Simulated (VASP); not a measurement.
Wanted: the native input for a VASP 6.6.1 run.

```
Task                               : single point
Functional                         : HSE06
Potentials or basis                : VASP PAW PBE potentials, release 64 (Sn_d, Se)
Cutoff                             : 520 eV
k mesh                             : 6 × 6 × 6
Occupations                        : gaussian, width 0.01 eV
Spin                               : no spin polarisation
Dipole correction                  : no
Grid for exact exchange (PRECFOCK) : Normal
Further INCAR settings             : ALGO = Normal; EDIFF = 1e-07; NBANDS = 17
Screening parameter                : 0.2079 1/Å
```

The system is SnSe.

```
Sn Se
1.0
     0.00000    3.00211    3.00211
     2.94777    0.00000    3.00211
     2.94777    3.00211    0.00000
Sn Se
1 1
Direct
  0.00000 0.00000 0.00000
  0.50000 0.50000 0.50000
```

This cell differs from its parent crystal: uniaxial x strain -1.8%.

One way to write it, as run:

POSCAR

```
SnSe
1.0
    0.0000000000      3.0021131538      3.0021131538
    2.9477749057      0.0000000000      3.0021131538
    2.9477749057      3.0021131538      0.0000000000
Sn Se
1 1
Direct
    0.0000000000      0.0000000000      0.0000000000
    0.5000000000      0.5000000000      0.5000000000
```

INCAR.step1

```
ALGO = Normal ; EDIFF = 1E-5
ENCUT = 520 ; GGA = PE
ISIF = 2 ; ISMEAR = 0
LASPH = True ; LCHARG = False
LREAL = False ; LWAVE = True
NBANDS = 17 ; NELM = 100
PREC = Accurate ; SIGMA = 0.01
```

INCAR.step2

```
ALGO = Normal ; EDIFF = 1E-7
ENCUT = 520 ; GGA = PE
HFSCREEN = 0.2079 ; ISIF = 2
ISMEAR = 0 ; ISTART = 1
LASPH = True ; LCHARG = False
LHFCALC = True ; LREAL = False
LWAVE = False ; NBANDS = 17
NELM = 100 ; PREC = Accurate
PRECFOCK = Normal ; SIGMA = 0.01
```

KPOINTS

```
k-points
0
Gamma
  6 6 6
```

Potentials or basis: VASP PAW PBE potentials, release 64 (Sn_d, Se).

Launch:

```sh
$ cat potpaw_PBE.64/Sn_d/POTCAR potpaw_PBE.64/Se/POTCAR > POTCAR
$ cp INCAR.step1 INCAR
$ mpirun -np 1 vasp_std > vasp.out
$ cp INCAR.step2 INCAR
$ mpirun -np 1 vasp_std > vasp.out
```

Results of the run:

The pressure is 0.8 GPa and the band gap on the k mesh is 0.54 eV, direct.

Caveat: the cell differs from its parent crystal (uniaxial x strain -1.8%); the PAW data sets were made with another functional, which shifts forces and pressure a little; spin-orbit coupling is left out, which moves the levels of the heavy elements.

Run time: 52 min on 1 thread of Intel(R) Xeon(R) 6975P-C (Granite Rapids), with other jobs on the host, peak memory 0.32 GiB.
